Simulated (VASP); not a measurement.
# RuRh (P-6m2) in VASP: further runs

The runs below take RuRh through single point, with LDA.

Everything below comes from runs of VASP 6.6.1. Logs are shortened: lines on timing, memory, paths and dates and some standing lists are left out, and cuts for length are marked.

### 1 The cell of the first run

The structure is hexagonal, space group P-6m2 (No. 187). Conventional cell: a = 2.667 Å, b = 2.667 Å, c = 4.232 Å, α = 90.00°, β = 90.00°, γ = 120.00°. Ru (site symmetry -6m2) has 6 Rh at 2.62 Å and 6 Ru at 2.67 Å within 3.5 Å. Rh (site symmetry -6m2) has 6 Ru at 2.62 Å and 6 Rh at 2.67 Å within 3.5 Å.

### 2 Single point, LDA

The input, INCAR:

```
SYSTEM = RuRh
PREC = Accurate
ENCUT = 500
EDIFF = 1E-6
ISMEAR = -1
SIGMA = 0.05
LREAL = .FALSE.
LASPH = .TRUE.
NELM = 120
ALGO = Normal
ISIF = 2
LWAVE = .FALSE.
LCHARG = .FALSE.
GGA = CA
NBANDS = 22
GGA_COMPAT = .FALSE.
```

The input, KPOINTS:

```
regular mesh
0
G
  9 9 5
  0 0 0
```

The input, POSCAR:

```
RuRh
1.0
    2.6674266848      0.0000000000      0.0000000000
   -1.3337133424      2.3100592718      0.0000000000
    0.0000000000      0.0000000000      4.2317554448
Ru Rh
1 1
Direct
    0.0000000000      0.0000000000      0.5000000000
    0.6666666667      0.3333333333      0.0000000000
```

Potentials or basis: VASP PAW LDA potentials, release 64 (Ru_pv, Rh_pv).

The run is started by

```sh
> cat potpaw_LDA.64/Ru_pv/POTCAR potpaw_LDA.64/Rh_pv/POTCAR > POTCAR
> mpirun -np 1 vasp_std > vasp.out
```

OUTCAR:

```text
SYSTEM = RuRh
   PREC = Accurate
   ENCUT = 500
   EDIFF = 1E-6
   ISMEAR = -1
   LREAL = .FALSE.
   LASPH = .TRUE.
   NELM = 120
   ISIF = 2
   GGA = CA

 ion  position               nearest neighbor table
   1  0.000  0.000  0.500-   2 2.62   2 2.62   2 2.62   2 2.62   2 2.62   2 2.62
   2  0.667  0.333  0.000-   1 2.62   1 2.62   1 2.62   1 2.62   1 2.62   1 2.62

  LATTYP: Found a hexagonal cell.
 ALAT       =     2.6674266848
 C/A-ratio  =     1.5864561410

  Lattice vectors:

 A1 = (   2.6674266848,   0.0000000000,   0.0000000000)
 A2 = (  -1.3337133424,   2.3100592718,   0.0000000000)
 A3 = (   0.0000000000,   0.0000000000,   4.2317554448)

Analysis of symmetry for initial positions (statically):
=====================================================================
 Subroutine PRICEL returns:
 Original cell was already a primitive cell.

 Routine SETGRP: Setting up the symmetry group for a
 hexagonal supercell.

 Subroutine GETGRP returns: Found 12 space group operations
 (whereof 12 operations were pure point group operations)
 out of a pool of 24 trial point group operations.

The static configuration has the point symmetry D_3h.

Analysis of symmetry for dynamics (positions and initial velocities):
=====================================================================
 Subroutine PRICEL returns:
 Original cell was already a primitive cell.

 Routine SETGRP: Setting up the symmetry group for a
 hexagonal supercell.

 Subroutine GETGRP returns: Found 12 space group operations
 (whereof 12 operations were pure point group operations)
 out of a pool of 24 trial point group operations.

The dynamic configuration has the point symmetry D_3h.

 Subroutine INISYM returns: Found 12 space group operations
 (whereof 12 operations are pure point group operations),
 and found     1 'primitive' translations

----------------------------------------------------------------------------------------

                                     Primitive cell

  volume of cell :      26.0757

  direct lattice vectors                    reciprocal lattice vectors
     2.667426685  0.000000000  0.000000000     0.374893153  0.216444663  0.000000000
    -1.333713342  2.310059272  0.000000000     0.000000000  0.432889325  0.000000000
     0.000000000  0.000000000  4.231755445     0.000000000  0.000000000  0.236308552

  length of vectors
[... 72 lines left out ...]
 SYSTEM =  RuRh
   PREC   = accura    normal or accurate (medium, high low for compatibility)
   ISTART =      0    job   : 0-new  1-cont  2-samecut
   ICHARG =      2    charge: 1-file 2-atom 10-const
   ISPIN  =      1    spin polarized calculation?
   LNONCOLLINEAR =      F non collinear calculations
   LSORBIT =      F    spin-orbit coupling
   LASPH  =      T    aspherical Exc in radial PAW
   ENCUT  =  500.0 eV  36.75 Ry    6.06 a.u.   4.86  4.86  7.72*2*pi/ulx,y,z
   NELM   =    120;   NELMIN=  2; NELMDL= -5     # of ELM steps
   EDIFF  = 0.1E-05   stopping-criterion for ELM
   LREAL  =      F    real-space projection
   EDIFFG = 0.1E-04   stopping-criterion for IOM
   NSW    =      0    number of steps for IOM
   IBRION =     -1    ionic relax: 0-MD 1-quasi-New 2-CG
   NFREE  =      0    steps in history (QN), initial steepest desc. (CG)
   ISIF   =      2    stress and relaxation
   ISYM   =      2    0-nonsym 1-usesym 2-fastsym
   POTIM  = 0.5000    time-step for ionic-motion
   TEBEG  =    0.0;   TEEND  =   0.0 temperature during run
   PSTRESS=    0.0 pullay stress
   NELECT =      29.0000    total number of electrons
   NUPDOWN=      -1.0000    fix difference up-down
   EMIN   =  10.00;   EMAX   =-10.00  energy-range for DOS
   EFERMI =   0.00;   METHOD = LEGACY
   ISMEAR =    -1;   SIGMA  =   0.05  broadening in eV -4-tet -1-fermi 0-gaus
   EFERMI_NEDOS =   21; number of points for ismear=-14 and -15
   IALGO  =     38    algorithm
   IMIX   =      4    mixing-type and parameters
     AMIX     =   0.40;   BMIX     =  1.00
     AMIX_MAG =   1.60;   BMIX_MAG =  1.00
  volume/ion in A,a.u.               =      13.04        87.98
  Fermi-wavevector in a.u.,A,eV,Ry     =   1.696142  3.205243 39.142551  2.876896
  Thomas-Fermi vector in A             =   2.777058
   LORBIT       =      0    0 simple, 1 ext, 2 COOP (PROOUT), +10 PAW based schemes
   GGA     = CA    functional components
   LHFCALC =     F    Hartree Fock is set to
   AEXX    =    0.0000 exact exchange contribution
   IVDW    =     0    specifies the selected vdW correction
   LEPSILON=     F    determine dielectric tensor
   LRPA    =     F    only Hartree local field effects (RPA)
 non-spin polarized calculation
  energy-cutoff  :      500.00
  volume of cell :       26.08
 maximum number of plane-waves:       687
 NGX is ok and might be reduce to    20
   NGX =  9   NGY =  9   NGZ = 15

 number of electron      28.9999997 magnetization

 Free energy of the ion-electron system (eV)
  ---------------------------------------------------
  ext. energy  EPLUGINS =         0.00000000
  ---------------------------------------------------
  free energy    TOTEN  =       -19.31458586 eV

  energy without entropy =      -19.29199319  energy(sigma->0) =      -19.30328952

 E-fermi :  13.3332     XC(G=0): -14.6625

 val. band max:       13.3026173939   @ k =   0.3333   0.0000   0.4000
 cond. band min:      13.3637975842   @ k =   0.2222   0.1111   0.4000
 fundamental gap:      0.0611801903
 Fermi energy:        13.3331506330

 k-point     1 :       0.0000    0.0000    0.0000
  band No.  band energies     occupation
      1     -33.8175      2.00000
      2     -33.2749      2.00000
      3     -33.2749      2.00000
      4     -29.7568      2.00000
      5     -29.3036      2.00000
      6     -29.3036      2.00000
[... 589 lines left out ...]
     21      26.1809      0.00000
     22      26.4442      0.00000

 [... further k-points ...]
[... 5 lines left out ...]
  --------------------------------------------------------------------------------------
  -------------------------------------------------------------------------------------
  Total        0.4903634      0.4903634      1.2287994      0.0000000      0.0000000     -0.0000000
  in kB       30.1295380     30.1295380     75.5014691      0.0000000      0.0000000     -0.0000000
  external PRESSURE =      45.2535150 kB  Pullay stress =       0.0000000 kB

 VOLUME and BASIS-vectors are now :
 -----------------------------------------------------------------------------
  energy-cutoff  :      500.00
  volume of cell :       26.08
      direct lattice vectors                 reciprocal lattice vectors
     2.667426685  0.000000000  0.000000000     0.374893153  0.216444663  0.000000000
    -1.333713342  2.310059272  0.000000000     0.000000000  0.432889325  0.000000000
     0.000000000  0.000000000  4.231755445     0.000000000  0.000000000  0.236308552

 POSITION                                       TOTAL-FORCE (eV/Angst)
 -----------------------------------------------------------------------------------
      0.00000      0.00000      2.11588        -0.000000      0.000000      0.000000
      1.33371      0.77002      0.00000         0.000000     -0.000000      0.000000
 -----------------------------------------------------------------------------------
    total drift:                               -0.000000      0.000000      0.000000

  FREE ENERGIE OF THE ION-ELECTRON SYSTEM (eV)
  ---------------------------------------------------
  free  energy   TOTEN  =       -19.3145858585 eV

  energy  without entropy=      -19.2919931910  energy(sigma->0) =      -19.30328952
```

Run time: 11 s. Hardware: 1 thread of Intel Xeon Platinum 8259CL at 2.50GHz (Skylake/Cascade Lake), shared host; peak memory 0.14 GiB.

Results:

```yaml
Free_energy: -19.3146 eV
Pressure: 4.5 GPa
Band_gap_on_the_k_mesh: zero (an odd number of electrons rules out a gap without spin polarisation)
```

Caveat: the cell stands under pressure.

### 3 Single point, LDA

This run uses another cell than the first one, of 13.17 Å³/atom.

The input, INCAR:

```
SYSTEM = RuRh
PREC = Accurate
ENCUT = 500
EDIFF = 1E-6
ISMEAR = -1
SIGMA = 0.05
LREAL = .False.
LASPH = .True.
NELM = 120
ALGO = Normal
ISIF = 2
LWAVE = .False.
LCHARG = .True.
LELF = .True.
LVHAR = .True.
NBANDS = 22
GGA_COMPAT = .False.
```

The input, KPOINTS:

```
Automatic mesh
0
Gamma
  9 9 5
  0 0 0
```

The input, POSCAR:

```
RuRh
1.0
    2.6763778482      0.0000000000      0.0000000000
   -1.3381889241      2.3178112066      0.0000000000
    0.0000000000      0.0000000000      4.2459560728
Ru Rh
1 1
Direct
    0.0000000000      0.0000000000      0.5000000000
    0.6666666667      0.3333333333      0.0000000000
```

Potentials or basis: VASP PAW LDA potentials, release 64 (Ru_pv, Rh_pv).

The run is started by

```sh
> cat potpaw_LDA.64/Ru_pv/POTCAR potpaw_LDA.64/Rh_pv/POTCAR > POTCAR
> mpirun -np 1 vasp_std > vasp.out
```

Run time: 12 s. Hardware: 1 thread of Intel Xeon Platinum 8259CL at 2.50GHz (Skylake/Cascade Lake), shared host; peak memory 0.14 GiB.

It converged, with:

- Free energy: -19.3193 eV
- Pressure: 1.0 GPa
- Band gap on the k mesh: zero (an odd number of electrons rules out a gap without spin polarisation)

Stress tensor (GPa, compression positive):
```
-0.46  0.00  0.00
 0.00 -0.46  0.00
 0.00  0.00  3.77
```

Levels at points of the mesh, in eV from the Fermi level:
```
           k point  band 10  band 11  band 12  band 13  band 14  band 15  band 16  band 17  band 18  band 19
(0.00, 0.00, 0.00)    -3.32    -3.09    -2.41    -2.41    -2.12    -2.12     0.58     0.58     0.87     9.72
```

### 4 Single point, LDA

This run uses another cell than the first one, of 13.30 Å³/atom.

The input, INCAR:

```
ALGO = Normal
EDIFF = 1E-6
ENCUT = 500
GGA_COMPAT = F
ISIF = 2
ISMEAR = -1
LASPH = T
LCHARG = F
LREAL = F
LWAVE = F
NBANDS = 22
NELM = 120
PREC = Accurate
SIGMA = 0.05
```

The input, KPOINTS:

```
k-points
0
Gamma
  9 9 5
```

The input, POSCAR:

```
RuRh
1.0
    2.6852695342      0.0000000000      0.0000000000
   -1.3426347671      2.3255116327      0.0000000000
    0.0000000000      0.0000000000      4.2600623428
Ru Rh
1 1
Direct
    0.0000000000      0.0000000000      0.5000000000
    0.6666666667      0.3333333333      0.0000000000
```

The run is started by

```sh
> cat potpaw_LDA.64/Ru_pv/POTCAR potpaw_LDA.64/Rh_pv/POTCAR > POTCAR
> mpirun -np 1 vasp_std > vasp.out
```

It took 11 s on 1 thread of Intel Xeon Platinum 8259CL at 2.50GHz (Skylake/Cascade Lake), shared host; peak memory 0.14 GiB.

The run converged. Its results:

```
Free energy            : -19.3183 eV
Pressure               : -2.4 GPa
Band gap on the k mesh : zero (an odd number of electrons rules out a gap without spin polarisation)
```

Stress tensor (GPa, compression positive):
```
-3.73  0.00  0.00
 0.00 -3.73  0.00
 0.00  0.00  0.21
```

Levels at points of the mesh, in eV from the Fermi level:
```csv
k point,band 11,band 12,band 13,band 14,band 15,band 16,band 17,band 18
"(0.00, 0.00, 0.00)",-3.04,-2.37,-2.37,-2.09,-2.09,0.58,0.58,0.87
```

### 5 The runs side by side

```tsv
cell	gap on the mesh (eV)	pressure (GPa)
a = 2.667, b = 2.667, c = 4.232 Å, angles 90.0, 90.0, 120.0°, 2 atoms	none	4.5
a = 2.676, b = 2.676, c = 4.246 Å, angles 90.0, 90.0, 120.0°, 2 atoms	none	1.0
a = 2.685, b = 2.685, c = 4.260 Å, angles 90.0, 90.0, 120.0°, 2 atoms	none	-2.4
```

Alike in all rows: task single point; level LDA; potentials or basis VASP PAW LDA potentials, release 64 (Ru_pv, Rh_pv); no spin polarisation; k mesh 9 × 9 × 5; cutoff (eV) 500; smearing fermi-dirac 0.05 eV.

Caveats: the cell stands under pressure (at least some runs).

Absolute energies hang on the potentials; compare differences alone.

The gap in the log of VASP goes by the Fermi energy; the results here count the filled bands.